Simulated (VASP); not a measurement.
# WC in VASP: single point with PBE

Aim: the single point of WC with PBE.

Everything below comes from runs of VASP 6.6.1. Logs are shortened: lines on timing, memory, paths and dates and some standing lists are left out, and cuts for length are marked.

### Step 1. The cell of the first run

The cell holds a slab with vacuum, 18 atoms: a = 2.922 Å, b = 6.400 Å, c = 24.442 Å, α = 90.00°, β = 90.00°, γ = 103.19°.

### Step 2. Single point, PBE

Contents of INCAR:

```
  PREC = Accurate
  ENCUT = 520
  EDIFF = 1E-6
  ISMEAR = 0
  SIGMA = 0.1
  LREAL = Auto
  LASPH = True
  NELM = 80
  ALGO = Fast
  ISIF = 2
  LWAVE = False
  LCHARG = False
  LDIPOL = True
  IDIPOL = 3
  DIPOL = 0.5 0.5 0.500
  GGA = PE
  NBANDS = 96
  ISYM = 0
```

Contents of KPOINTS:

```
regular mesh
0
Gamma
  12 6 1
```

Contents of POSCAR:

```
WC
1.0
    2.9217712147      0.0000000000      0.0000000000
   -1.4608856073      6.2310472058      0.0000000000
    0.0000000000      0.0000000000     24.4419095073
C W
9 9
Direct
    0.1748697528      0.3496776255      0.3154814820
    0.9474714678      0.8948571589      0.3532211517
    0.7420552040      0.4841417255      0.4018081492
    0.5333884634      0.0667683433      0.4475242467
    0.3240140062      0.6479995525      0.4960744280
    0.1163669134      0.2326815709      0.5428092947
    0.9042729315      0.8085745940      0.5902062510
    0.6992082981      0.3984561896      0.6398598146
    0.4894061679      0.9789402133      0.6814368325
    0.7894622387      0.5788715852      0.3191866893
    0.5799154511      0.1597563310      0.3600451824
    0.3753712530      0.7506904819      0.4101393456
    0.1644981793      0.3290017069      0.4558172372
    0.9560691984      0.9121763621      0.5035378348
    0.7477235540      0.4954271653      0.5510125922
    0.5394134978      0.0788303777      0.5972384653
    0.3305295756      0.6611439027      0.6458721587
    0.1094682278      0.2190138756      0.6887288440
```

Potentials or basis: VASP PAW PBE potentials, release 64 (C, W_sv).

Launch:

```
> cat potpaw_PBE.64/C/POTCAR potpaw_PBE.64/W_sv/POTCAR > POTCAR
> mpirun -np 1 vasp_std > vasp.out
```

OUTCAR:

```text
PREC = Accurate
   ENCUT = 520
   EDIFF = 1E-6
   ISMEAR = 0
   LREAL = Auto
   LASPH = True
   NELM = 80
   ISIF = 2
   GGA = PE
   ISYM = 0

 ion  position               nearest neighbor table
   1  0.175  0.350  0.315-  10 2.04  10 2.04  11 2.17  11 2.17
   2  0.947  0.895  0.353-  10 2.14  12 2.21  12 2.21  11 2.21  11 2.21
   3  0.742  0.484  0.402-  10 2.10  13 2.19  13 2.19  12 2.22  12 2.22  11 2.26
   4  0.533  0.067  0.448-  12 2.17  13 2.20  13 2.20  11 2.22  14 2.22  14 2.22
   5  0.324  0.648  0.496-  12 2.20  15 2.20  15 2.20  14 2.21  14 2.21  13 2.22
   6  0.116  0.233  0.543-  16 2.20  16 2.20  15 2.20  15 2.20  13 2.21  14 2.22
   7  0.904  0.809  0.590-  15 2.17  17 2.20  17 2.20  14 2.21  16 2.24  16 2.24
   8  0.699  0.398  0.640-  18 2.19  18 2.19  17 2.20  17 2.20  16 2.25  15 2.25
   9  0.489  0.979  0.681-  18 2.10  18 2.10  16 2.15  17 2.16
  10  0.789  0.579  0.319-   1 2.04   1 2.04   3 2.10   2 2.14  11 2.80  12 2.87  12 2.87
  11  0.580  0.160  0.360-   1 2.17   1 2.17   2 2.21   2 2.21   4 2.22   3 2.26  10 2.80  12 2.83
                            13 2.95  13 2.95
  12  0.375  0.751  0.410-   4 2.17   5 2.20   2 2.21   2 2.21   3 2.22   3 2.22  11 2.83  13 2.85
                            10 2.87  10 2.87  14 2.89  14 2.89
  13  0.164  0.329  0.456-   3 2.19   3 2.19   4 2.20   4 2.20   6 2.21   5 2.22  14 2.85  12 2.85
                            15 2.94  15 2.94  11 2.95  11 2.95
  14  0.956  0.912  0.504-   5 2.21   5 2.21   7 2.21   6 2.22   4 2.22   4 2.22  15 2.84  13 2.85
                            12 2.89  12 2.89  16 2.91  16 2.91
  15  0.748  0.495  0.551-   7 2.17   5 2.20   5 2.20   6 2.20   6 2.20   8 2.25  16 2.83  14 2.84
                            17 2.93  17 2.93  13 2.94  13 2.94
  16  0.539  0.079  0.597-   9 2.15   6 2.20   6 2.20   7 2.24   7 2.24   8 2.25  18 2.81  18 2.81
                            15 2.83  17 2.86  14 2.91  14 2.91
  17  0.331  0.661  0.646-   9 2.16   7 2.20   7 2.20   8 2.20   8 2.20  16 2.86  15 2.93  15 2.93
                            18 2.95
  18  0.109  0.219  0.689-   9 2.10   9 2.10   8 2.19   8 2.19  16 2.81  16 2.81  17 2.95

IMPORTANT INFORMATION: All symmetrisations will be switched off!
NOSYMM: (Re-)initialisation of all symmetry stuff for point group C_1.

----------------------------------------------------------------------------------------

                                     Primitive cell

  volume of cell :     444.9819

  direct lattice vectors                    reciprocal lattice vectors
     2.921771215  0.000000000  0.000000000     0.342258146  0.080243334  0.000000000
    -1.460885607  6.231047206  0.000000000     0.000000000  0.160486667  0.000000000
     0.000000000  0.000000000 24.441909507     0.000000000  0.000000000  0.040913334

  length of vectors
     2.921771215  6.400010628 24.441909507     0.351538947  0.160486667  0.040913334

  position of ions in fractional coordinates (direct lattice)
     0.174869753  0.349677626  0.315481482
     0.947471468  0.894857159  0.353221152
     0.742055204  0.484141726  0.401808149
[... 154 lines left out ...]
   LORBIT       =      0    0 simple, 1 ext, 2 COOP (PROOUT), +10 PAW based schemes
   GGA     = PE    functional components
   LHFCALC =     F    Hartree Fock is set to
   AEXX    =    0.0000 exact exchange contribution
   IVDW    =     0    specifies the selected vdW correction
   LEPSILON=     F    determine dielectric tensor
   LRPA    =     F    only Hartree local field effects (RPA)
 non-spin polarized calculation
 RMM-DIIS sequential band-by-band and
 Gauss-broadening in eV      SIGMA  =   0.10
  energy-cutoff  :      520.00
  volume of cell :      444.98
 maximum number of plane-waves:     12074
 NGX is ok and might be reduce to    24
   NGX = 11   NGY = 23   NGZ = 91

 dipolmoment           0.000000      0.000000     -0.124463 electrons x Angstroem

 number of electron     161.9999999 magnetization

 dipolmoment           0.000000      0.000000      0.012657 electrons x Angstroem

 Free energy of the ion-electron system (eV)
  ---------------------------------------------------
  ext. energy  EPLUGINS =         0.00000000
  ---------------------------------------------------
  free energy    TOTEN  =      -193.76559267 eV

  energy without entropy =     -193.73880052  energy(sigma->0) =     -193.75219659

 E-fermi :   2.2429     XC(G=0):  -6.7102

 val. band max:        2.2158806043   @ k =   0.2500   0.3333   0.0000
 cond. band min:       2.2532319923   @ k =   0.0833   0.5000   0.0000
 fundamental gap:      0.0373513880
 Fermi energy:         2.2429409363

 k-point     1 :       0.0000    0.0000    0.0000
  band No.  band energies     occupation
      1     -72.2941      2.00000
      2     -72.0903      2.00000
      3     -72.0667      2.00000
      4     -71.9972      2.00000
      5     -71.9703      2.00000
      6     -71.9184      2.00000
[... 2293 lines left out ...]
     92       4.7255      0.00000
     93       5.0442      0.00000

 [... further k-points ...]

 [bands above 93 left out]

------------------------ aborting loop because EDIFF is reached ----------------------------------------

 vacuum level on the upper side and lower side of the slab       (xc-potential included)        -0.103        -0.211

  FORCE on cell =-STRESS in cart. coord.  units (eV):
  Direction    XX          YY          ZZ          XY          YZ          ZX
  --------------------------------------------------------------------------------------
  -------------------------------------------------------------------------------------
  Total       -2.2316799     -9.8114048      0.9332100     -0.0010027     -0.1125605     -0.0031020
  in kB       -8.0352630    -35.3264013      3.3600645     -0.0036104     -0.4052793     -0.0111689
  external PRESSURE =     -13.3338666 kB  Pullay stress =       0.0000000 kB

 VOLUME and BASIS-vectors are now :
 -----------------------------------------------------------------------------
  energy-cutoff  :      520.00
  volume of cell :      444.98
      direct lattice vectors                 reciprocal lattice vectors
     2.921771215  0.000000000  0.000000000     0.342258146  0.080243334  0.000000000
    -1.460885607  6.231047206  0.000000000     0.000000000  0.160486667  0.000000000
     0.000000000  0.000000000 24.441909507     0.000000000  0.000000000  0.040913334

 POSITION                                       TOTAL-FORCE (eV/Angst)
 -----------------------------------------------------------------------------------
      0.00009      2.17886      7.71097         0.002288     -0.029816     -0.032102
      1.46101      5.57590      8.63340        -0.001392      0.019619     -0.016227
      1.46084      3.01671      9.82096        -0.001447     -0.002746     -0.004757
      1.46090      0.41604     10.93835         0.000375      0.003675     -0.002098
      0.00004      4.03772     12.12501         0.000256     -0.002466     -0.003363
      0.00008      1.44985     13.26730        -0.001035     -0.002017     -0.007648
[... 10 lines left out ...]
     -0.00012      4.11962     15.78635         0.000122     -0.002102      0.034816
     -0.00011      1.36469     16.83385        -0.000023      0.022426      0.049545
 -----------------------------------------------------------------------------------
    total drift:                               -0.018446     -0.007652     -0.010195

  FREE ENERGIE OF THE ION-ELECTRON SYSTEM (eV)
  ---------------------------------------------------
  free  energy   TOTEN  =      -193.7655926687 eV

  energy  without entropy=     -193.7388005194  energy(sigma->0) =     -193.75219659

 vacuum level on the upper side and lower side of the slab         6.630         6.534
```

OSZICAR:

```text
N       E                     dE             d eps       ncg     rms          rms(c)
DAV:   1     0.201490572960E+04    0.20149E+04   -0.96286E+04  8784   0.166E+03
DAV:   2    -0.872034541741E+02   -0.21021E+04   -0.20542E+04  8304   0.511E+02
DAV:   3    -0.219470723965E+03   -0.13227E+03   -0.12953E+03  9000   0.124E+02
[... 22 lines left out ...]
RMM:  26    -0.193765563727E+03   -0.29752E-04   -0.16485E-06  5288   0.197E-03    0.145E-03
RMM:  27    -0.193765580475E+03   -0.16748E-04   -0.98492E-07  4537   0.155E-03    0.589E-04
RMM:  28    -0.193765587813E+03   -0.73378E-05   -0.45276E-07  3556   0.108E-03    0.473E-04
RMM:  29    -0.193765591942E+03   -0.41295E-05   -0.36894E-07  2937   0.942E-04    0.323E-04
RMM:  30    -0.193765592669E+03   -0.72622E-06   -0.10535E-07  2260   0.766E-04
   1 F= -.19376559E+03 E0= -.19375220E+03  d E =-.267921E-01
```

Run time: 1.5 h. Hardware: 1 thread of Oxide Virtual Turin-like, shared host; peak memory 1.1 GiB.

What came out:

```yaml
Free_energy: -193.7656 eV
Largest_force: 0.074 eV/Å
Band_gap_on_the_k_mesh: zero (bands 81 and 82 overlap by 0.97 eV)
```

Forces on the atoms (eV/Å):
```
C    0.002 -0.030 -0.032
C   -0.001  0.020 -0.016
C   -0.001 -0.003 -0.005
C    0.000  0.004 -0.002
C    0.000 -0.002 -0.003
C   -0.001 -0.002 -0.008
C   -0.003  0.003  0.003
C    0.002 -0.001  0.006
C   -0.001 -0.034  0.039
W    0.000  0.040 -0.063
W   -0.001 -0.016 -0.008
W    0.001  0.003  0.003
W    0.000 -0.002  0.002
W    0.000  0.000  0.000
W    0.001 -0.001  0.006
W    0.001  0.002 -0.006
W    0.000 -0.002  0.035
W    0.000  0.022  0.050
```

Levels at points of the mesh, in eV from the Fermi level:
```
           k point  band 79  band 80  band 81  band 82  band 83  band 84  band 85  band 86
(0.00, 0.00, 0.00)    -0.91    -0.87    -0.47    -0.35     0.32     0.36     0.90     1.05
(0.50, 0.00, 0.00)    -0.60     0.33     0.49     0.64     1.20     1.51     1.70     1.78
(0.00, 0.50, 0.00)    -0.41    -0.35     0.06     0.22     0.34     0.44     0.80     0.87
(0.50, 0.50, 0.00)    -0.60     0.33     0.49     0.64     1.20     1.51     1.70     1.78
```

Caveat: spin-orbit coupling is left out, which moves the levels of the heavy elements.

The gap in the log of VASP goes by the Fermi energy; the results here count the filled bands.